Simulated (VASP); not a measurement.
Write the native input for VASP 6.6.1 that does the following.

```yaml
Task: single point
Functional: LDA
Potentials_or_basis: VASP PAW LDA potentials, release 64 (Ga_d, N_h)
Cutoff: 1330 eV
k_mesh: 8 × 8 × 5
Occupations: gaussian, width 0.01 eV
Spin: no spin polarisation
Dipole_correction: no
Further_INCAR_settings: ALGO = Normal; EDIFF = 1e-06; NBANDS = 26
```

The structure of GaN lies in POSCAR:

```
GaN
1.0
    3.1517472963      0.0000000000      0.0000000000
   -1.5758736482      2.7294932249      0.0000000000
    0.0000000000      0.0000000000      5.1383934931
Ga N
2 2
Direct
    0.3333333333      0.6666666667      0.0002938746
    0.6666666667      0.3333333333      0.5002938746
    0.3333333333      0.6666666667      0.3767061254
    0.6666666667      0.3333333333      0.8767061254
```

One way to write it, as run:

INCAR

```
SYSTEM = GaN
ALGO = Normal
EDIFF = 1E-6
ENCUT = 1330
GGA_COMPAT = .False.
ISIF = 2
ISMEAR = 0
LASPH = .True.
LCHARG = .False.
LREAL = .False.
LWAVE = .False.
NBANDS = 26
NELM = 120
PREC = Accurate
SIGMA = 0.01
```

KPOINTS

```
k-points
0
Gamma
  8 8 5
  0 0 0
```

Potentials or basis: VASP PAW LDA potentials, release 64 (Ga_d, N_h).

Command:

```sh
$ cat potpaw_LDA.64/Ga_d/POTCAR potpaw_LDA.64/N_h/POTCAR > POTCAR
$ mpirun -np 1 vasp_std > vasp.out
```

Results of the run:

```json
{"Pressure": "1.2 GPa", "Band gap on the k mesh": "2.15 eV"}
```

It took 60 s on 1 thread of Intel(R) Xeon(R) 6975P-C (Granite Rapids), on a shared host, peak memory 0.33 GiB.
